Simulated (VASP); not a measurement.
Set up this calculation in VASP 6.6.1, as the native input.

```yaml
Task: single point
Functional: PBE
Potentials_or_basis: VASP PAW PBE potentials, release 64 (Ta_pv, C)
Cutoff: 520 eV
k_mesh: 18 × 18 × 8
Occupations: gaussian, width 0.1 eV
Spin: no spin polarisation
Dipole_correction: no
Further_INCAR_settings: ALGO = Normal; EDIFF = 1e-06; NBANDS = 16
```

The structure of TaC2 lies in POSCAR:

```
TaC2
1.0
    3.2308912309      0.0000000000      0.0000000000
   -1.6154456155      2.7980338828      0.0000000000
    0.0000000000      0.0000000000      5.5561551169
Ta C
1 2
Direct
    0.0000000000      0.0000000000      0.0000000000
    0.3333333333      0.6666666667      0.1919259674
    0.6666666667      0.3333333333      0.8080740326
```

These files were run (other wordings do the same):

INCAR

```
  ALGO = Normal
  EDIFF = 1E-6
  ENCUT = 520
  GGA = PE
  ISIF = 2
  ISMEAR = 0
  LASPH = True
  LCHARG = False
  LREAL = False
  LWAVE = False
  NBANDS = 16
  NELM = 100
  PREC = Accurate
  SIGMA = 0.1
```

KPOINTS

```
k-points
0
Gamma
  18 18 8
```

Potentials or basis: VASP PAW PBE potentials, release 64 (Ta_pv, C).

The run is started by

```console
$ cat potpaw_PBE.64/Ta_pv/POTCAR potpaw_PBE.64/C/POTCAR > POTCAR
$ mpirun -np 1 vasp_std > vasp.out
```

Results of the run:

```yaml
Pressure: 0.4 GPa
Largest_force: 0.041 eV/Å
```

Run time: 52 s on 1 thread of Intel(R) Xeon(R) 6975P-C (Granite Rapids), with other jobs on the host, peak memory 0.32 GiB.
